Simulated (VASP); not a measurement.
# AlN (Cm) in VASP: notebook

AlN is run at these levels: PBEsol; tasks: single point.

Everything below comes from runs of VASP 6.6.1. Logs are shortened: lines on timing, memory, paths and dates and some standing lists are left out, and cuts for length are marked.

## (1) The cell of the first run

The structure is monoclinic, space group Cm (No. 8). Conventional cell: a = 5.388 Å, b = 3.111 Å, c = 4.978 Å, α = 90.00°, β = 90.00°, γ = 90.00°. Al (site symmetry m) has 4 N at 1.89 to 2.01 Å within 2.5 Å. Al (site symmetry m) has 3 N at 1.68 to 1.92 Å within 2.2 Å. N (site symmetry m) has 3 Al at 1.68 to 2.01 Å within 2.2 Å. N (site symmetry m) has 4 Al at 1.89 to 1.92 Å within 2.5 Å.

## (2) Single point, PBEsol (atom 3 (N) moved by (+0.000, -0.600) A along x and y)

INCAR reads:

```
PREC = Accurate ; ENCUT = 600
EDIFF = 1E-6 ; ISMEAR = 0
SIGMA = 0.05 ; LREAL = F
LASPH = T ; NELM = 120
ALGO = Normal ; ISIF = 2
LWAVE = F ; LCHARG = F
GGA = PS ; NBANDS = 16
GGA_COMPAT = F
```

KPOINTS reads:

```
Automatic mesh
0
Gamma
  12 12 6
```

POSCAR reads:

```
AlN
1.0
    3.1110021516      0.0000000000      0.0000000000
   -1.5555010758      2.6942068945      0.0000000000
    0.0000000000      0.0000000000      4.9780000000
Al N
2 2
Direct
    0.3333333333      0.6666666667      0.0000000000
    0.6666666667      0.3333333333      0.5000000000
    0.2219833102      0.4439666204      0.3850000000
    0.6666666667      0.3333333333      0.8850000000
```

Potentials or basis: VASP PAW PBE potentials, release 64 (Al, N).

Launch:

```
$ cat potpaw_PBE.64/Al/POTCAR potpaw_PBE.64/N/POTCAR > POTCAR
$ mpirun -np 1 vasp_std > vasp.out
```

OUTCAR:

```text
PREC = Accurate
   ENCUT = 600
   EDIFF = 1E-6
   ISMEAR = 0
   LREAL = F
   LASPH = T
   NELM = 120
   ISIF = 2
   GGA = PS

 ion  position               nearest neighbor table
   1  0.333  0.667  0.000-   4 1.89   4 1.89   4 1.89   3 2.01   2 3.07   2 3.07   2 3.07   2 3.07
                             2 3.07   2 3.07
   2  0.667  0.333  0.500-   3 1.68   3 1.68   4 1.92   3 2.46   1 3.07   1 3.07   1 3.07   1 3.07
                             1 3.07   1 3.07
   3  0.222  0.444  0.385-   2 1.68   2 1.68   1 2.01   2 2.46
   4  0.667  0.333  0.885-   1 1.89   1 1.89   1 1.89   2 1.92

  LATTYP: Found a hexagonal cell.
 ALAT       =     3.1110021516
 C/A-ratio  =     1.6001274694

  Lattice vectors:

 A1 = (   3.1110021516,   0.0000000000,   0.0000000000)
 A2 = (  -1.5555010758,   2.6942068945,   0.0000000000)
 A3 = (   0.0000000000,   0.0000000000,   4.9780000000)

Analysis of symmetry for initial positions (statically):
=====================================================================
 Subroutine PRICEL returns:
 Original cell was already a primitive cell.

 Routine SETGRP: Setting up the symmetry group for a
 hexagonal supercell.

 Subroutine GETGRP returns: Found  2 space group operations
 (whereof  2 operations were pure point group operations)
 out of a pool of 24 trial point group operations.

The static configuration has the point symmetry C_1h.

Analysis of symmetry for dynamics (positions and initial velocities):
=====================================================================
 Subroutine PRICEL returns:
 Original cell was already a primitive cell.

 Routine SETGRP: Setting up the symmetry group for a
 hexagonal supercell.

 Subroutine GETGRP returns: Found  2 space group operations
 (whereof  2 operations were pure point group operations)
 out of a pool of 24 trial point group operations.

The dynamic configuration has the point symmetry C_1h.

 Subroutine INISYM returns: Found  2 space group operations
 (whereof  2 operations are pure point group operations),
 and found     1 'primitive' translations

----------------------------------------------------------------------------------------

                                     Primitive cell

  volume of cell :      41.7240

  direct lattice vectors                    reciprocal lattice vectors
     3.111002152  0.000000000  0.000000000     0.321439829  0.185583372  0.000000000
    -1.555501076  2.694206895  0.000000000     0.000000000  0.371166744  0.000000000
     0.000000000  0.000000000  4.978000000     0.000000000  0.000000000  0.200883889

  length of vectors
     3.111002152  3.111002152  4.978000000     0.371166744  0.371166744  0.200883889

  position of ions in fractional coordinates (direct lattice)
     0.333333333  0.666666667  0.000000000
     0.666666667  0.333333333  0.500000000
     0.221983310  0.443966620  0.385000000
     0.666666667  0.333333333  0.885000000

  ion indices of the primitive-cell ions
   primitive index   ion index
                 1           1
                 2           2
                 3           3
                 4           4

----------------------------------------------------------------------------------------

 KPOINTS: Automatic mesh

Automatic generation of k-mesh.
 Grid dimensions read from file:
 generate k-points for:   12   12    6

 Generating k-lattice:

  Cartesian coordinates                     Fractional coordinates (reciprocal lattice)
     0.026786652  0.015465281  0.000000000     0.083333333  0.000000000  0.000000000
     0.000000000  0.030930562  0.000000000     0.000000000  0.083333333  0.000000000
     0.000000000  0.000000000  0.033480648     0.000000000  0.000000000  0.166666667

  Length of vectors
     0.030930562  0.030930562  0.033480648

  Shift w.r.t. Gamma in fractional coordinates (k-lattice)
     0.000000000  0.000000000  0.000000000

 Subroutine IBZKPT returns following result:
 ===========================================

 Found    242 irreducible k-points:

 Following reciprocal coordinates:
[... 44 lines left out ...]

 E-fermi :   7.1219     XC(G=0): -11.1087

 val. band max:        6.8372072872   @ k =   0.0000   0.0000   0.0000
 cond. band min:       9.6038657731   @ k =   0.0000   0.0000   0.0000
 fundamental gap:      2.7666584858
 Fermi energy:         7.1219339153

 k-point     1 :       0.0000    0.0000    0.0000
  band No.  band energies     occupation
      1      -9.1149      2.00000
      2      -6.9270      2.00000
      3       0.0487      2.00000
      4       4.3559      2.00000
      5       5.3987      2.00000
      6       5.7706      2.00000
[... 8 lines left out ...]
     15      19.4693      0.00000
     16      20.2264      0.00000

 k-point     2 :       0.0833    0.0000    0.0000
  band No.  band energies     occupation
      1      -9.0236      2.00000
      2      -6.8768      2.00000
      3       0.1573      2.00000
      4       4.0892      2.00000
      5       5.1468      2.00000
      6       5.5145      2.00000
[... 8 lines left out ...]
     15      19.0354      0.00000
     16      19.7523      0.00000

 k-point     3 :       0.0000    0.0833    0.0000
  band No.  band energies     occupation
      1      -9.0296      2.00000
      2      -6.8708      2.00000
      3       0.1482      2.00000
      4       4.2830      2.00000
      5       4.8713      2.00000
      6       5.7144      2.00000
[... 8 lines left out ...]
     15      19.4544      0.00000
     16      19.5856      0.00000

 k-point     4 :       0.1667   -0.0000    0.0000
  band No.  band energies     occupation
      1      -8.7570      2.00000
      2      -6.7407      2.00000
      3       0.4786      2.00000
      4       3.3723      2.00000
      5       4.2921      2.00000
      6       5.1982      2.00000
[... 8 lines left out ...]
     15      18.8838      0.00000
     16      19.9513      0.00000
[... 324 lines left out ...]
 k-point    22 :       0.3333    0.0833    0.0000
  band No.  band energies     occupation
      1      -7.5221      2.00000
      2      -6.3749      2.00000
      3       1.3298      2.00000
      4       1.8240      2.00000
      5       2.1557      2.00000
      6       4.1835      2.00000
[... 8 lines left out ...]
     15      19.6610      0.00000
     16      21.1245      0.00000

 k-point    23 :      -0.0833    0.4167    0.0000
  band No.  band energies     occupation
      1      -7.7105      2.00000
      2      -6.1339      2.00000
      3       0.7196      2.00000
      4       1.7897      2.00000
      5       2.9777      2.00000
      6       3.5472      2.00000
[... 8 lines left out ...]
     15      20.3613      0.00000
     16      20.7939      0.00000

 k-point    24 :      -0.4167    0.3333    0.0000
  band No.  band energies     occupation
      1      -7.4633      2.00000
      2      -6.4438      2.00000
      3       1.3065      2.00000
      4       1.9178      2.00000
      5       2.2385      2.00000
      6       4.1269      2.00000
[... 8 lines left out ...]
     15      18.4027      0.00000
     16      21.1826      0.00000

 [... further k-points ...]
[... 5 lines left out ...]
  --------------------------------------------------------------------------------------
  -------------------------------------------------------------------------------------
  Total       10.6341717     -1.7668370      0.8488464      0.0000000      0.1369669      0.0000000
  in kB      408.3458102    -67.8454794     32.5951905      0.0000000      5.2594482      0.0000000
  external PRESSURE =     124.3651738 kB  Pullay stress =       0.0000000 kB

 VOLUME and BASIS-vectors are now :
 -----------------------------------------------------------------------------
  energy-cutoff  :      600.00
  volume of cell :       41.72
      direct lattice vectors                 reciprocal lattice vectors
     3.111002152  0.000000000  0.000000000     0.321439829  0.185583372  0.000000000
    -1.555501076  2.694206895  0.000000000     0.000000000  0.371166744  0.000000000
     0.000000000  0.000000000  4.978000000     0.000000000  0.000000000  0.200883889

 POSITION                                       TOTAL-FORCE (eV/Angst)
 -----------------------------------------------------------------------------------
     -0.00000      1.79614      0.00000        -0.000000     -0.905189      0.641316
      1.55550      0.89807      2.48900         0.000000     -2.062346      2.766474
      0.00000      1.19614      1.91653        -0.000000      3.105946     -3.130464
      1.55550      0.89807      4.40553        -0.000000     -0.138411     -0.277327
 -----------------------------------------------------------------------------------
    total drift:                                0.000000      0.000812      0.000131

  FREE ENERGIE OF THE ION-ELECTRON SYSTEM (eV)
  ---------------------------------------------------
  free  energy   TOTEN  =       -29.8011321113 eV

  energy  without entropy=      -29.8011321113  energy(sigma->0) =      -29.80113211
```

Run time: 4.2 min. Hardware: 1 thread of Oxide Virtual Turin-like, shared host; peak memory 0.26 GiB.

Results:

- Free energy: -29.8011 eV
- Pressure: 12.4 GPa
- Largest force: 4.410 eV/Å
- Band gap on the k mesh: 2.77 eV

Forces on the atoms (eV/Å):
```
Al   0.000 -0.905  0.641
Al   0.000 -2.062  2.766
N    0.000  3.106 -3.130
N    0.000 -0.138 -0.277
```

Levels at points of the mesh, in eV from the valence-band top:
```
           k point  band 6  band 7  band 8  band 9  band 10  band 11
(0.00, 0.00, 0.00)   -1.07   -0.82    0.00    2.77     5.65     8.87
(0.50, 0.00, 0.00)   -3.09   -2.46   -1.48    4.83     5.62     7.07
(0.00, 0.50, 0.00)   -3.42   -1.81   -0.96    2.78     5.46     6.76
(0.00, 0.00, 0.50)   -1.42   -1.33   -0.18    4.59     5.43     8.86
(0.50, 0.00, 0.50)   -1.97   -1.83   -1.23    3.53     4.03     7.66
(0.00, 0.50, 0.50)   -2.90   -2.44   -2.26    5.22     5.45     7.26
```

Caveat: the cell differs from its parent crystal (atom 3 (N) moved by (+0.000, -0.600) A along x and y); the stress differs along the axes, from -7 to 41 GPa; the PAW data sets were made with another functional, which shifts forces and pressure a little.

## (3) Single point, PBEsol (atom 3 (N) moved by (+0.000, +0.600) A along x and y)

INCAR reads:

```
SYSTEM = AlN
  ALGO = Normal
  EDIFF = 1E-6
  ENCUT = 600
  GGA = PS
  GGA_COMPAT = .False.
  ISIF = 2
  ISMEAR = 0
  LASPH = .True.
  LCHARG = .False.
  LREAL = .False.
  LWAVE = .False.
  NBANDS = 16
  NELM = 120
  PREC = Accurate
  SIGMA = 0.05
```

KPOINTS reads:

```
k-points
0
Gamma
  12 12 6
  0 0 0
```

Edit POSCAR of step 2 so:

```diff
@@ -10,3 +10,3 @@
     0.6666666667      0.3333333333      0.5000000000
-    0.2219833102      0.4439666204      0.3850000000
+    0.4446833565      0.8893667129      0.3850000000
     0.6666666667      0.3333333333      0.8850000000
```

Potentials or basis: VASP PAW PBE potentials, release 64 (Al, N).

Launch:

```
$ cat potpaw_PBE.64/Al/POTCAR potpaw_PBE.64/N/POTCAR > POTCAR
$ mpirun -np 1 vasp_std > vasp.out
```

It took 4.8 min on 1 thread of Oxide Virtual Turin-like, shared host; peak memory 0.27 GiB.

It converged, with:

```yaml
Free_energy: -24.6429 eV
Pressure: 48.1 GPa
Largest_force: 35.818 eV/Å
Band_gap_on_the_k_mesh: 3.53 eV
```

Forces on the atoms (eV/Å):
```
Al    0.000   0.824   0.841
Al    0.000  31.195  14.021
N     0.000 -32.772 -14.455
N     0.000   0.752  -0.407
```

Stress tensor (GPa, compression positive):
```
 -7.77   0.00   0.00
  0.00 124.13  63.22
  0.00  63.22  28.03
```

Levels at points of the mesh, in eV from the valence-band top:
| k point | band 4 | band 5 | band 6 | band 7 | band 8 | band 9 | band 10 | band 11 | band 12 | band 13 |
| --- | --- | --- | --- | --- | --- | --- | --- | --- | --- | --- |
| (0.00, 0.00, 0.00) | -1.43 | -0.90 | -0.64 | -0.31 | 0.00 | 3.53 | 6.23 | 8.93 | 10.63 | 11.12 |
| (0.50, 0.00, 0.00) | -4.00 | -3.84 | -2.00 | -1.37 | -0.96 | 4.29 | 5.85 | 6.77 | 9.46 | 9.91 |
| (0.00, 0.50, 0.00) | -4.58 | -3.29 | -2.39 | -2.18 | -0.69 | 4.79 | 7.41 | 7.73 | 8.53 | 10.24 |
| (0.00, 0.00, 0.50) | -3.35 | -1.02 | -0.88 | -0.77 | -0.30 | 5.08 | 5.85 | 9.51 | 10.30 | 10.62 |
| (0.50, 0.00, 0.50) | -5.33 | -2.27 | -1.92 | -1.56 | -1.21 | 5.05 | 5.43 | 7.37 | 8.25 | 11.07 |
| (0.00, 0.50, 0.50) | -5.84 | -1.80 | -1.43 | -1.21 | -1.07 | 4.44 | 4.68 | 8.06 | 8.70 | 10.35 |

Caveat: the cell differs from its parent crystal (atom 3 (N) moved by (+0.000, +0.600) A along x and y); atoms lie so close that the PAW spheres overlap strongly, which falsifies energies and pressures; the stress differs along the axes, from -8 to 124 GPa; the PAW data sets were made with another functional, which shifts forces and pressure a little.

## (4) Single point, PBEsol (atom 3 (N) moved by (+0.000, -0.300) A along x and y)

INCAR reads:

```
SYSTEM = AlN
PREC = Accurate
ENCUT = 600
EDIFF = 1E-6
ISMEAR = 0
SIGMA = 0.05
LREAL = .FALSE.
LASPH = .TRUE.
NELM = 120
ALGO = Normal
ISIF = 2
LWAVE = .FALSE.
LCHARG = .TRUE.
GGA = PS
LELF = .TRUE.
LVHAR = .TRUE.
NBANDS = 16
GGA_COMPAT = .FALSE.
```

KPOINTS reads:

```
regular mesh
0
G
  12 12 6
  0 0 0
```

Edit POSCAR of step 3 so:

```diff
@@ -10,3 +10,3 @@
     0.6666666667      0.3333333333      0.5000000000
-    0.4446833565      0.8893667129      0.3850000000
+    0.2776583218      0.5553166435      0.3850000000
     0.6666666667      0.3333333333      0.8850000000
```

Launch:

```
$ cat potpaw_PBE.64/Al/POTCAR potpaw_PBE.64/N/POTCAR > POTCAR
$ mpirun -np 1 vasp_std > vasp.out
```

It took 4.4 min on 1 thread of Oxide Virtual Turin-like, shared host; peak memory 0.26 GiB.

Results (log left out):

```yaml
Free_energy: -30.7790 eV
Pressure: 4.9 GPa
Largest_force: 3.245 eV/Å
Band_gap_on_the_k_mesh: 3.67 eV
```

Forces in eV/Å, atoms in the order of the input:
```
Al   0.000 -0.456  0.335
Al   0.000 -2.387  1.135
N    0.000  2.989 -1.264
N    0.000 -0.145 -0.206
```

Stress tensor (GPa, compression positive):
```
18.96  0.00  0.00
 0.00 -4.66 -2.42
 0.00 -2.42  0.42
```

Levels at points of the mesh, in eV from the valence-band top:
| k point | band 4 | band 5 | band 6 | band 7 | band 8 | band 9 | band 10 | band 11 | band 12 | band 13 |
| --- | --- | --- | --- | --- | --- | --- | --- | --- | --- | --- |
| (0.00, 0.00, 0.00) | -1.70 | -0.97 | -0.61 | -0.51 | 0.00 | 3.67 | 6.19 | 9.86 | 10.36 | 11.27 |
| (0.50, 0.00, 0.00) | -4.82 | -3.46 | -2.47 | -2.21 | -0.96 | 5.28 | 5.89 | 7.66 | 9.26 | 10.30 |
| (0.00, 0.50, 0.00) | -4.13 | -3.92 | -2.74 | -1.31 | -1.25 | 4.27 | 5.69 | 7.44 | 9.76 | 10.48 |
| (0.00, 0.00, 0.50) | -3.61 | -1.48 | -0.93 | -0.88 | -0.27 | 5.75 | 6.02 | 9.63 | 9.92 | 10.84 |
| (0.50, 0.00, 0.50) | -6.03 | -1.97 | -1.61 | -1.58 | -1.21 | 4.51 | 4.67 | 8.53 | 8.83 | 10.76 |
| (0.00, 0.50, 0.50) | -5.55 | -2.33 | -2.13 | -1.85 | -1.81 | 5.31 | 5.42 | 8.31 | 8.64 | 11.65 |

Caveat: the cell differs from its parent crystal (atom 3 (N) moved by (+0.000, -0.300) A along x and y); the stress differs along the axes, from -5 to 19 GPa; the PAW data sets were made with another functional, which shifts forces and pressure a little. A k mesh can miss the band edges.

## (5) Single point, PBEsol (atom 3 (N) moved by (+0.000, +0.300) A along x and y)

INCAR reads:

```
SYSTEM = AlN
ALGO     = Normal         ! electronic algorithm
EDIFF    = 1E-6           ! SCF threshold, eV
ENCUT    = 600            ! plane-wave cutoff, eV
GGA      = PS             ! functional
GGA_COMPAT= .False.      
ISIF     = 2              ! what is computed and relaxed
ISMEAR   = 0              ! smearing method
LASPH    = .True.         ! aspherical terms in the spheres
LCHARG   = .False.        ! write CHGCAR
LREAL    = .False.        ! projectors in reciprocal space
LWAVE    = .False.        ! write WAVECAR
NBANDS   = 16             ! bands
NELM     = 120            ! most SCF steps
PREC     = Accurate       ! precision mode
SIGMA    = 0.05           ! smearing width, eV
```

KPOINTS reads:

```
k-points
0
Gamma
  12 12 6
  0 0 0
```

Edit POSCAR of step 4 so:

```diff
@@ -10,3 +10,3 @@
     0.6666666667      0.3333333333      0.5000000000
-    0.2776583218      0.5553166435      0.3850000000
+    0.3890083449      0.7780166898      0.3850000000
     0.6666666667      0.3333333333      0.8850000000
```

Launch:

```
$ cat potpaw_PBE.64/Al/POTCAR potpaw_PBE.64/N/POTCAR > POTCAR
$ mpirun -np 1 vasp_std > vasp.out
```

It took 4.3 min on 1 thread of Oxide Virtual Turin-like, shared host; peak memory 0.27 GiB.

Results (log left out):

```yaml
Free_energy: -30.2460 eV
Pressure: 9.1 GPa
Largest_force: 8.894 eV/Å
Band_gap_on_the_k_mesh: 3.86 eV
```

Forces on the atoms (eV/Å):
```
Al   0.000  0.446  0.365
Al   0.000  7.818  2.231
N    0.000 -8.571 -2.375
N    0.000  0.306 -0.220
```

Stress tensor (GPa, compression positive):
```
-6.88  0.00  0.00
 0.00 31.52 13.94
 0.00 13.94  2.78
```

Levels at points of the mesh, in eV from the valence-band top:
| k point | band 6 | band 7 | band 8 | band 9 | band 10 | band 11 |
| --- | --- | --- | --- | --- | --- | --- |
| (0.00, 0.00, 0.00) | -0.53 | -0.23 | 0.00 | 3.86 | 6.35 | 9.90 |
| (0.50, 0.00, 0.00) | -2.30 | -1.54 | -1.01 | 4.95 | 5.76 | 7.41 |
| (0.00, 0.50, 0.00) | -2.66 | -2.14 | -0.65 | 5.18 | 6.62 | 8.34 |
| (0.00, 0.00, 0.50) | -0.78 | -0.73 | -0.26 | 5.92 | 6.15 | 9.82 |
| (0.50, 0.00, 0.50) | -1.75 | -1.66 | -1.33 | 5.16 | 5.24 | 8.41 |
| (0.00, 0.50, 0.50) | -1.44 | -1.25 | -1.13 | 4.66 | 4.70 | 8.64 |

Caveat: the cell differs from its parent crystal (atom 3 (N) moved by (+0.000, +0.300) A along x and y); the stress differs along the axes, from -7 to 32 GPa; the PAW data sets were made with another functional, which shifts forces and pressure a little. A k mesh can miss the band edges.

## (6) Summary

```csv
cell,gap on the mesh (eV),pressure (GPa),largest force (eV/Å)
"as given, atomic positions A",2.77,12.4,4.41
"as given, atomic positions B",3.53,48.1,35.82
"as given, atomic positions C",3.67,4.9,3.24
"as given, atomic positions D",3.86,9.1,8.89
```

Alike in all rows: task single point; level PBEsol; potentials or basis VASP PAW PBE potentials, release 64 (Al, N); no spin polarisation; k mesh 12 × 12 × 6; cutoff (eV) 600; smearing gaussian 0.05 eV.

Caveats: the PAW data sets were made with another functional, which shifts forces and pressure a little; the stress differs along the axes, from -7 to 41 GPa (at least some runs); atoms lie so close that the PAW spheres overlap strongly, which falsifies energies and pressures (at least some runs); the stress differs along the axes, from -8 to 124 GPa (at least some runs); the stress differs along the axes, from -5 to 19 GPa (at least some runs); the stress differs along the axes, from -7 to 32 GPa (at least some runs).

Absolute energies hang on the potentials; compare differences alone.
